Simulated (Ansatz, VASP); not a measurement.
# GaN in VASP and in Ansatz

```
CELL_PARAMETERS angstrom
0.00000 2.22770 2.22770
2.22770 0.00000 2.22770
2.22770 2.22770 0.00000
ATOMIC_POSITIONS crystal
Ga 0.00000 0.00000 0.00000
N 0.25000 0.25000 0.25000
```

Alike in both runs: task single point; functional LDA; k mesh 10 × 10 × 10; non-collinear spin, spin-orbit coupling.

```csv
,VASP,Ansatz
version,VASP 6.6.1,Ansatz 0.2.0
potentials or method,"VASP PAW LDA potentials, release 64 (Ga_d, N)","PAW with Ansatz's default frozen-core files, fully relativistic files with spin-orbit coupling"
plane-wave cutoff (eV),520,420
occupations,"gaussian, width 0.01 eV",fixed
valence electrons in the cell,18,18
```

|  | VASP | Ansatz | Ansatz less VASP |
| --- | --- | --- | --- |
| pressure (GPa) | 1.1 | 0.0 | -1.12 |
| net moment per atom (μB) | 0.00 | 0.00 | 0.000 |

LDA's correlation is that of Perdew and Zunger in VASP and of Perdew and Wang (1992) in Ansatz.
